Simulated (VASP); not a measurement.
# BiTe (R-3m) in VASP: further runs

BiTe is run at these levels: r2SCAN; tasks: single point.

All numbers are computed with VASP 6.6.1; they aren't measurements. Logs are shortened: lines on timing, memory, paths and dates and some standing lists are left out, and cuts for length are marked.

### 1 The cell of the first run

The structure is trigonal, space group R-3m (No. 166). The conventional cell has a = 5.115 Å, b = 5.115 Å, c = 8.930 Å, α = 90.00°, β = 90.00°, γ = 120.00°. Bi (site symmetry -3m) has 6 Te at 3.31 Å and 6 Bi at 4.19 Å within 4.3 Å. Te (site symmetry -3m) has 6 Bi at 3.31 Å and 6 Te at 4.19 Å within 4.3 Å.

### 2 Single point, r2SCAN

POSCAR

```
BiTe
1.0
    2.5575731115      1.4766155244      2.9766628402
   -2.5575731115      1.4766155244      2.9766628402
    0.0000000000     -2.9532310488      2.9766628402
Bi Te
1 1
Direct
    0.5000000000      0.5000000000      0.5000000000
    0.0000000000      0.0000000000      0.0000000000
```

INCAR.step1

```
PREC     = Accurate       # precision mode
ENCUT    = 520            # plane-wave cutoff, eV
ISMEAR   = -1             # smearing method
SIGMA    = 0.1            # smearing width, eV
LREAL    = F              # projectors in reciprocal space
LASPH    = T              # aspherical terms in the spheres
NELM     = 60             # most SCF steps
NBANDS   = 18             # bands
GGA      = PE             # functional
ALGO     = Normal         # electronic algorithm
EDIFF    = 1E-4           # SCF threshold, eV
LWAVE    = T              # write WAVECAR
LCHARG   = F              # write CHGCAR
```

INCAR.step2

```
PREC     = Accurate       # precision mode
ENCUT    = 520            # plane-wave cutoff, eV
EDIFF    = 1E-6           # SCF threshold, eV
ISMEAR   = -1             # smearing method
SIGMA    = 0.1            # smearing width, eV
LREAL    = F              # projectors in reciprocal space
LASPH    = T              # aspherical terms in the spheres
NELM     = 60             # most SCF steps
ALGO     = Normal         # electronic algorithm
ISIF     = 2              # what is computed and relaxed
LWAVE    = F              # write WAVECAR
LCHARG   = T              # write CHGCAR
METAGGA  = R2SCAN         # meta-GGA
LMIXTAU  = T            
LELF     = T              # ELF
LVHAR    = T            
NBANDS   = 18             # bands
ISTART   = 1
```

KPOINTS

```
Automatic mesh
0
Gamma
  12 12 12
```

Potentials or basis: VASP PAW PBE potentials, release 64 (Bi_d, Te).

On the command line:

```console
cat potpaw_PBE.64/Bi_d/POTCAR potpaw_PBE.64/Te/POTCAR > POTCAR
cp INCAR.step1 INCAR
mpirun -np 1 vasp_std > vasp.out
cp INCAR.step2 INCAR
mpirun -np 1 vasp_std > vasp.out
```

OUTCAR:

```text
PREC = Accurate
   ENCUT = 520
   EDIFF = 1E-6
   ISMEAR = -1
   LREAL = F
   LASPH = T
   NELM = 60
   ISIF = 2
   METAGGA = R2SCAN
   ISTART = 1

 ion  position               nearest neighbor table
   1  0.500  0.500  0.500-   2 3.31   2 3.31   2 3.31   2 3.31   2 3.31   2 3.31
   2  0.000  0.000  0.000-   1 3.31   1 3.31   1 3.31   1 3.31   1 3.31   1 3.31

  LATTYP: Found a trigonal (rhomboedric) cell.
 ALAT       =     4.1931009160
 COS(alpha) =     0.2559271108

  Lattice vectors:

 A1 = (   2.5575731115,   1.4766155244,   2.9766628402)
 A2 = (  -2.5575731115,   1.4766155244,   2.9766628402)
 A3 = (   0.0000000000,  -2.9532310488,   2.9766628402)

Analysis of symmetry for initial positions (statically):
=====================================================================
 Subroutine PRICEL returns:
 Original cell was already a primitive cell.

 Routine SETGRP: Setting up the symmetry group for a
 trigonal (rhombohedral) supercell.

 Subroutine GETGRP returns: Found 12 space group operations
 (whereof 12 operations were pure point group operations)
 out of a pool of 12 trial point group operations.

The static configuration has the point symmetry D_3d.

Analysis of symmetry for dynamics (positions and initial velocities):
=====================================================================
 Subroutine PRICEL returns:
 Original cell was already a primitive cell.

 Routine SETGRP: Setting up the symmetry group for a
 trigonal (rhombohedral) supercell.

 Subroutine GETGRP returns: Found 12 space group operations
 (whereof 12 operations were pure point group operations)
 out of a pool of 12 trial point group operations.

The dynamic configuration has the point symmetry D_3d.

 Subroutine INISYM returns: Found 12 space group operations
 (whereof 12 operations are pure point group operations),
 and found     1 'primitive' translations

----------------------------------------------------------------------------------------

                                     Primitive cell

  volume of cell :      67.4491

  direct lattice vectors                    reciprocal lattice vectors
     2.557573111  1.476615524  2.976662840     0.195497833  0.112870726  0.111982227
    -2.557573111  1.476615524  2.976662840    -0.195497833  0.112870726  0.111982227
     0.000000000 -2.953231049  2.976662840     0.000000000 -0.225741453  0.111982227

  length of vectors
     4.193100916  4.193100916  4.193100916     0.251990521  0.251990521  0.251990521

  position of ions in fractional coordinates (direct lattice)
     0.500000000  0.500000000  0.500000000
     0.000000000  0.000000000  0.000000000

  ion indices of the primitive-cell ions
   primitive index   ion index
                 1           1
                 2           2

----------------------------------------------------------------------------------------

 KPOINTS: Automatic mesh

Automatic generation of k-mesh.
 Grid dimensions read from file:
 generate k-points for:   12   12   12

 Generating k-lattice:

  Cartesian coordinates                     Fractional coordinates (reciprocal lattice)
     0.016291486  0.009405894  0.009331852     0.083333333  0.000000000  0.000000000
    -0.016291486  0.009405894  0.009331852     0.000000000  0.083333333  0.000000000
     0.000000000 -0.018811788  0.009331852     0.000000000  0.000000000  0.083333333

  Length of vectors
     0.020999210  0.020999210  0.020999210

  Shift w.r.t. Gamma in fractional coordinates (k-lattice)
     0.000000000  0.000000000  0.000000000

 Subroutine IBZKPT returns following result:
 ===========================================

 Found    189 irreducible k-points:

 Following reciprocal coordinates:
            Coordinates               Weight
  0.000000  0.000000  0.000000      1.000000
  0.083333  0.000000 -0.000000      6.000000
  0.166667  0.000000 -0.000000      6.000000
  0.250000  0.000000 -0.000000      6.000000
  0.333333  0.000000 -0.000000      6.000000
  0.416667  0.000000  0.000000      6.000000
[... 16 lines left out ...]
  0.500000  0.166667 -0.000000     12.000000
 -0.416667  0.166667 -0.000000     12.000000
 [... further k-points ...]
   k-points           NKPTS =    189   k-points in BZ     NKDIM =    189   number of bands    NBANDS=     18
   number of dos      NEDOS =    301   number of ions     NIONS =      2
   total plane-waves  NPLWV =  32768
   dimension x,y,z NGX =    32 NGY =   32 NGZ =   32
   dimension x,y,z NGXF=    64 NGYF=   64 NGZF=   64
   ions per type =               1   1
   NGX,Y,Z   is equivalent  to a cutoff of  12.69, 12.69, 12.69 a.u.
   NGXF,Y,Z  is equivalent  to a cutoff of  25.37, 25.37, 25.37 a.u.
 SYSTEM =  unknown system
   PREC   = accura    normal or accurate (medium, high low for compatibility)
   ISTART =      1    job   : 0-new  1-cont  2-samecut
   ICHARG =      0    charge: 1-file 2-atom 10-const
   ISPIN  =      1    spin polarized calculation?
   LNONCOLLINEAR =      F non collinear calculations
   LSORBIT =      F    spin-orbit coupling
   LASPH  =      T    aspherical Exc in radial PAW
   ENCUT  =  520.0 eV  38.22 Ry    6.18 a.u.   7.80  7.80  7.80*2*pi/ulx,y,z
   NELM   =     60;   NELMIN=  2; NELMDL=  0     # of ELM steps
   EDIFF  = 0.1E-05   stopping-criterion for ELM
   LREAL  =      F    real-space projection
   EDIFFG = 0.1E-04   stopping-criterion for IOM
   NSW    =      0    number of steps for IOM
   IBRION =     -1    ionic relax: 0-MD 1-quasi-New 2-CG
   NFREE  =      0    steps in history (QN), initial steepest desc. (CG)
   ISIF   =      2    stress and relaxation
   ISYM   =      2    0-nonsym 1-usesym 2-fastsym
   POTIM  = 0.5000    time-step for ionic-motion
   TEBEG  =    0.0;   TEEND  =   0.0 temperature during run
   PSTRESS=    0.0 pullay stress
   NELECT =      21.0000    total number of electrons
   NUPDOWN=      -1.0000    fix difference up-down
   EMIN   =  10.00;   EMAX   =-10.00  energy-range for DOS
   EFERMI =   0.00;   METHOD = LEGACY
   ISMEAR =    -1;   SIGMA  =   0.10  broadening in eV -4-tet -1-fermi 0-gaus
   EFERMI_NEDOS =   21; number of points for ismear=-14 and -15
   IALGO  =     38    algorithm
   IMIX   =      4    mixing-type and parameters
     AMIX     =   0.40;   BMIX     =  1.00
     AMIX_MAG =   1.60;   BMIX_MAG =  1.00
  volume/ion in A,a.u.               =      33.72       227.58
  Fermi-wavevector in a.u.,A,eV,Ry     =   1.109573  2.096789 16.750837  1.231152
  Thomas-Fermi vector in A             =   2.246114
   LORBIT       =      0    0 simple, 1 ext, 2 COOP (PROOUT), +10 PAW based schemes
   METAGGA = R2SCAN    functional components
   LHFCALC =     F    Hartree Fock is set to
   AEXX    =    0.0000 exact exchange contribution
   IVDW    =     0    specifies the selected vdW correction
   LEPSILON=     F    determine dielectric tensor
   LRPA    =     F    only Hartree local field effects (RPA)
 non-spin polarized calculation
  energy-cutoff  :      520.00
  volume of cell :       67.45
 maximum number of plane-waves:      1853
   NGX = 15   NGY = 15   NGZ = 15

 number of electron      21.0000001 magnetization

 Free energy of the ion-electron system (eV)
  ---------------------------------------------------
  ext. energy  EPLUGINS =         0.00000000
  ---------------------------------------------------
  free energy    TOTEN  =       -83.94450715 eV

  energy without entropy =      -83.90624697  energy(sigma->0) =      -83.92537706

 E-fermi :   6.4281     XC(G=0): -10.0714

 val. band max:        6.4236562693   @ k =  -0.4167   0.1667  -0.0000
 cond. band min:       6.4283003176   @ k =  -0.0833   0.3333   0.0833
 fundamental gap:      0.0046440484
 Fermi energy:         6.4280805512

 k-point     1 :       0.0000    0.0000    0.0000
  band No.  band energies     occupation
      1     -17.5221      2.00000
      2     -17.5221      2.00000
      3     -17.4988      2.00000
      4     -17.4988      2.00000
      5     -17.4741      2.00000
      6      -7.3714      2.00000
[... 10 lines left out ...]
     17      14.4265      0.00000
     18      14.4265      0.00000

 k-point     2 :       0.0833    0.0000   -0.0000
  band No.  band energies     occupation
      1     -17.5221      2.00000
      2     -17.5216      2.00000
      3     -17.4993      2.00000
      4     -17.4981      2.00000
      5     -17.4742      2.00000
      6      -7.3115      2.00000
[... 10 lines left out ...]
     17      14.6498      0.00000
     18      14.8036      0.00000

 k-point     3 :       0.1667    0.0000   -0.0000
  band No.  band energies     occupation
      1     -17.5220      2.00000
      2     -17.5205      2.00000
      3     -17.5007      2.00000
      4     -17.4961      2.00000
      5     -17.4744      2.00000
      6      -7.1326      2.00000
[... 10 lines left out ...]
     17      15.0763      0.00000
     18      15.3930      0.00000

 k-point     4 :       0.2500    0.0000   -0.0000
  band No.  band energies     occupation
      1     -17.5219      2.00000
      2     -17.5194      2.00000
      3     -17.5025      2.00000
      4     -17.4930      2.00000
      5     -17.4744      2.00000
      6      -6.8379      2.00000
[... 10 lines left out ...]
     17      15.4800      0.00000
     18      16.1199      0.00000

 k-point     5 :       0.3333    0.0000   -0.0000
  band No.  band energies     occupation
      1     -17.5220      2.00000
      2     -17.5189      2.00000
      3     -17.5043      2.00000
      4     -17.4899      2.00000
      5     -17.4740      2.00000
      6      -6.4335      2.00000
[... 10 lines left out ...]
     17      15.5972      0.00000
     18      15.9301      0.00000

 k-point     6 :       0.4167    0.0000    0.0000
  band No.  band energies     occupation
      1     -17.5221      2.00000
      2     -17.5187      2.00000
      3     -17.5055      2.00000
      4     -17.4877      2.00000
      5     -17.4734      2.00000
      6      -5.9295      2.00000
[... 307 lines left out ...]
 k-point    21 :       0.3333    0.1667   -0.0000
  band No.  band energies     occupation
      1     -17.5231      2.00000
      2     -17.5181      2.00000
      3     -17.5026      2.00000
      4     -17.4883      2.00000
      5     -17.4751      2.00000
      6      -6.4492      2.00000
[... 10 lines left out ...]
     17      15.2088      0.00000
     18      16.0424      0.00000

 k-point    22 :       0.4167    0.1667    0.0000
  band No.  band energies     occupation
      1     -17.5233      2.00000
      2     -17.5181      2.00000
      3     -17.5035      2.00000
      4     -17.4862      2.00000
      5     -17.4744      2.00000
      6      -6.0225      2.00000
[... 10 lines left out ...]
     17      15.8086      0.00000
     18      16.7965      0.00000

 k-point    23 :       0.5000    0.1667   -0.0000
  band No.  band energies     occupation
      1     -17.5230      2.00000
      2     -17.5183      2.00000
      3     -17.5039      2.00000
      4     -17.4857      2.00000
      5     -17.4739      2.00000
      6      -5.5233      2.00000
[... 10 lines left out ...]
     17      16.2828      0.00000
     18      16.9241      0.00000

 k-point    24 :      -0.4167    0.1667   -0.0000
  band No.  band energies     occupation
      1     -17.5224      2.00000
      2     -17.5186      2.00000
      3     -17.5036      2.00000
      4     -17.4867      2.00000
      5     -17.4742      2.00000
      6      -5.4655      2.00000
[... 10 lines left out ...]
     17      15.6691      0.00000
     18      17.5573      0.00000

 [... further k-points ...]
[... 5 lines left out ...]
  --------------------------------------------------------------------------------------
  -------------------------------------------------------------------------------------
  Total       -1.6801858     -1.6801858      0.2420466      0.0000000      0.0000000      0.0000000
  in kB      -39.9108993    -39.9108993      5.7495415      0.0000000      0.0000000      0.0000000
  external PRESSURE =     -24.6907524 kB  Pullay stress =       0.0000000 kB

 VOLUME and BASIS-vectors are now :
 -----------------------------------------------------------------------------
  energy-cutoff  :      520.00
  volume of cell :       67.45
      direct lattice vectors                 reciprocal lattice vectors
     2.557573111  1.476615524  2.976662840     0.195497833  0.112870726  0.111982227
    -2.557573111  1.476615524  2.976662840    -0.195497833  0.112870726  0.111982227
     0.000000000 -2.953231049  2.976662840     0.000000000 -0.225741453  0.111982227

 POSITION                                       TOTAL-FORCE (eV/Angst)
 -----------------------------------------------------------------------------------
      0.00000      0.00000      4.46499         0.000000      0.000000      0.000000
      0.00000      0.00000      0.00000        -0.000000     -0.000000     -0.000000
 -----------------------------------------------------------------------------------
    total drift:                               -0.000000      0.000000     -0.000000

  FREE ENERGIE OF THE ION-ELECTRON SYSTEM (eV)
  ---------------------------------------------------
  free  energy   TOTEN  =       -83.9445071486 eV

  energy  without entropy=      -83.9062469695  energy(sigma->0) =      -83.92537706
```

It took 5.2 min on 1 thread of Intel Xeon 6975P-C, shared host; peak memory 0.36 GiB.

Results:

```yaml
Free_energy: -83.9445 eV
Pressure: -2.5 GPa
```

Stress tensor (GPa, compression positive):
```
-3.99  0.00  0.00
 0.00 -3.99  0.00
 0.00  0.00  0.57
```

Caveat: the PAW data sets were made with another functional, which shifts forces and pressure a little; spin-orbit coupling is left out, which moves the levels of the heavy elements.

### 3 Single point, r2SCAN

POSCAR

```
BiTe
1.0
    2.4909886969      1.4381729947      3.1379227438
   -2.4909886969      1.4381729947      3.1379227438
    0.0000000000     -2.8763459894      3.1379227438
Bi Te
1 1
Direct
    0.5000000000      0.5000000000      0.5000000000
    0.0000000000      0.0000000000      0.0000000000
```

INCAR.step1

```
ALGO = Normal ; EDIFF = 1E-4
ENCUT = 520 ; GGA = PE
ISMEAR = -1 ; LASPH = T
LCHARG = F ; LREAL = F
LWAVE = T ; NBANDS = 18
NELM = 100 ; PREC = Accurate
SIGMA = 0.1
```

INCAR.step2

```
ALGO = Normal ; EDIFF = 1E-6
ENCUT = 520 ; ISIF = 2
ISMEAR = -1 ; ISTART = 1
LASPH = T ; LCHARG = F
LMIXTAU = T ; LREAL = F
LWAVE = F ; METAGGA = R2SCAN
NBANDS = 18 ; NELM = 100
PREC = Accurate ; SIGMA = 0.1
```

KPOINTS

```
k-points
0
Gamma
  12 12 12
```

Potentials or basis: VASP PAW PBE potentials, release 64 (Bi_d, Te).

On the command line:

```console
cat potpaw_PBE.64/Bi_d/POTCAR potpaw_PBE.64/Te/POTCAR > POTCAR
cp INCAR.step1 INCAR
mpirun -np 1 vasp_std > vasp.out
cp INCAR.step2 INCAR
mpirun -np 1 vasp_std > vasp.out
```

Wall time 5.3 min (1 thread of Intel Xeon 6975P-C, shared host); peak memory 0.36 GiB.

It converged, with:

| Quantity | Value |
| --- | --- |
| Free energy | -84.0226 eV |
| Pressure | -1.6 GPa |

Stress tensor (GPa, compression positive):
```
-2.43  0.00  0.00
 0.00 -2.43  0.00
 0.00  0.00  0.01
```

Levels at points of the mesh, in eV from the Fermi level:
| k point | band 8 | band 9 | band 10 | band 11 | band 12 | band 13 |
| --- | --- | --- | --- | --- | --- | --- |
| (0.00, 0.00, 0.00) | -3.17 | -3.17 | -1.46 | 1.90 | 2.98 | 2.98 |
| (0.50, 0.00, 0.00) | -1.90 | -1.86 | -0.93 | -0.78 | -0.48 | 0.80 |
| (0.50, 0.50, 0.00) | -5.73 | -4.84 | -3.02 | 2.84 | 3.05 | 3.69 |
| (0.50, 0.50, 0.50) | -2.63 | -2.63 | -2.52 | -1.77 | -1.50 | -1.50 |

Caveat: the PAW data sets were made with another functional, which shifts forces and pressure a little; spin-orbit coupling is left out, which moves the levels of the heavy elements.
